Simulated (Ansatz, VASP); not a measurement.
## GaAs: VASP beside Ansatz

```xyz
2
Lattice="0.0000 2.8642 2.8642 2.8642 0.0000 2.8642 2.8642 2.8642 0.0000" Properties=species:S:1:pos:R:3 pbc="T T T"
Ga    0.0000    0.0000    0.0000
As    1.4321    1.4321    1.4321
```

Alike in both runs: functional PBE; k mesh 8 × 8 × 8; occupations gaussian, width 0.01 eV; no spin polarisation.

Ansatz relaxed the structure, and its values are those at the end. VASP's run is a single point on that final structure, the one shown.

```csv
,VASP,Ansatz
version,VASP 6.6.1,Ansatz 0.2.0
potentials or method,"VASP PAW PBE potentials, release 64 (Ga_d, As)","scalar-relativistic, plane waves, PAW"
plane-wave cutoff (eV),500,420
valence electrons in the cell,18,28
```

Ansatz gave:

```
pressure (GPa) : 0.5
```

Q: Which values does VASP return?

A: Pressure (GPa): 0.7.

VASP's potentials hold 18 valence electrons a cell and Ansatz's 28, so a difference there can come from the potentials and not from the codes. Ansatz's warnings: stress scf threshold loose.
